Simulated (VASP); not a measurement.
Set up this calculation in VASP 6.6.1, as the native input.

| Property | Result |
| --- | --- |
| Task | single point |
| Functional | RPBE |
| Potentials or basis | VASP PAW PBE potentials, release 64 (Pd) |
| Cutoff | 520 eV |
| k mesh | 16 × 16 × 16 |
| Occupations | fermi-dirac, width 0.1 eV |
| Spin | no spin polarisation |
| Dipole correction | no |
| Further INCAR settings | ALGO = Normal; EDIFF = 1e-06; NBANDS = 11 |

The structure of Pd lies in POSCAR:

```
Pd
1.0
   -1.5853525020      1.5853525020      1.5853525020
    1.5853525020     -1.5853525020      1.5853525020
    1.5853525020      1.5853525020     -1.5853525020
Pd
1
Direct
    0.0000000000      0.0000000000      0.0000000000
```

These files were run (other wordings do the same):

INCAR

```
PREC = Accurate
ENCUT = 520
EDIFF = 1E-6
ISMEAR = -1
SIGMA = 0.1
LREAL = False
LASPH = True
NELM = 100
ALGO = Normal
ISIF = 2
LWAVE = False
LCHARG = False
GGA = RP
NBANDS = 11
```

KPOINTS

```
regular mesh
0
Gamma
  16 16 16
```

Potentials or basis: VASP PAW PBE potentials, release 64 (Pd).

Command:

```bash
$ cat potpaw_PBE.64/Pd/POTCAR > POTCAR
$ mpirun -np 1 vasp_std > vasp.out
```

Results of the run:

| Property | Result |
| --- | --- |
| Pressure | -0.3 GPa |
| Band gap on the k mesh | zero (band 5 reaches 9.17 eV, above the bottom of band 6 at 7.70 eV) |

Caveat: the PAW data sets were made with another functional, which shifts forces and pressure a little.

It took 47 s on 1 thread of AMD EPYC 7R13, on a shared host, peak memory 0.11 GiB.
